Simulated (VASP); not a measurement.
**LiCl: single point with PBEsol**

Crystal: LiCl.

```
CELL_PARAMETERS angstrom
0.00000 2.43652 2.62888
2.43652 0.00000 2.62888
2.43652 2.43652 0.00000
ATOMIC_POSITIONS crystal
Li 0.00000 0.00000 0.00000
Cl 0.50000 0.50000 0.50000
```

This cell differs from its parent crystal: strain -0.050 along x and y, +0.025 along z.

```
Program             : VASP 6.6.1
Task                : single point
Functional          : PBEsol
Potentials or basis : VASP PAW PBE potentials, release 64 (Li_sv, Cl)
Cutoff              : 520 eV
k mesh              : 8 × 8 × 8
Occupations         : gaussian, width 0.05 eV
Spin                : no spin polarisation
```

| Item | Value |
| --- | --- |
| Band gap on the k mesh | 6.49 eV |

Levels at points of the mesh, in eV from the valence-band top:
| k point | band 3 | band 4 | band 5 | band 6 | band 7 | band 8 |
| --- | --- | --- | --- | --- | --- | --- |
| (0.00, 0.00, 0.00) | -0.17 | -0.17 | 0.00 | 6.49 | 11.34 | 12.05 |
| (0.50, 0.00, 0.00) | -3.31 | -0.52 | -0.28 | 6.50 | 9.07 | 9.65 |
| (0.50, 0.50, 0.00) | -3.45 | -1.20 | -1.20 | 8.04 | 8.12 | 12.15 |
| (0.50, 0.00, 0.50) | -3.44 | -1.75 | -1.19 | 7.78 | 7.81 | 13.23 |

Wall time 28 s on 1 thread of Intel Xeon 8259CL, with other jobs on the host, peak memory 0.16 GiB.

Caveat: the cell differs from its parent crystal (strain -0.050 along x and y, +0.025 along z). A k mesh can miss the band edges.
